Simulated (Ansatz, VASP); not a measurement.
## Hf2Cu: VASP beside Ansatz

```xyz
3
Lattice="-1.5529 1.5529 5.4295 1.5529 -1.5529 5.4295 1.5529 1.5529 -5.4295" Properties=species:S:1:pos:R:3 pbc="T T T"
Hf    0.0000    0.0000    3.7421
Hf    0.0000    0.0000    7.1169
Cu    0.0000    0.0000    0.0000
```

Alike in both runs: functional LDA; k mesh 18 × 18 × 18; occupations gaussian, width 0.1 eV; no spin polarisation.

Ansatz relaxed the structure, and its values are those at the end. VASP's run is a single point on that final structure, the one shown.

|  | VASP | Ansatz |
| --- | --- | --- |
| version | VASP 6.6.1 | Ansatz 0.2.0 |
| potentials or method | VASP PAW LDA potentials, release 64 (Hf_pv, Cu), cutoff 520 eV | scalar-relativistic, plane waves, PAW |
| valence electrons in the cell | 31 | 71 |

VASP gave:

* gap on the k mesh at the Fermi level (eV): none
* pressure (GPa): 0.1

Task: What did Ansatz give for the same quantities?

Result: gap on the k mesh at the Fermi level (eV): none; pressure (GPa): 0.0.

LDA's correlation is that of Perdew and Zunger in VASP and of Perdew and Wang (1992) in Ansatz. A gap of «none» marks a metal or a gap that the smearing closes. VASP's potentials hold 31 valence electrons a cell and Ansatz's 71, so a difference there can come from the potentials and not from the codes.

Neither program's run includes spin-orbit coupling.
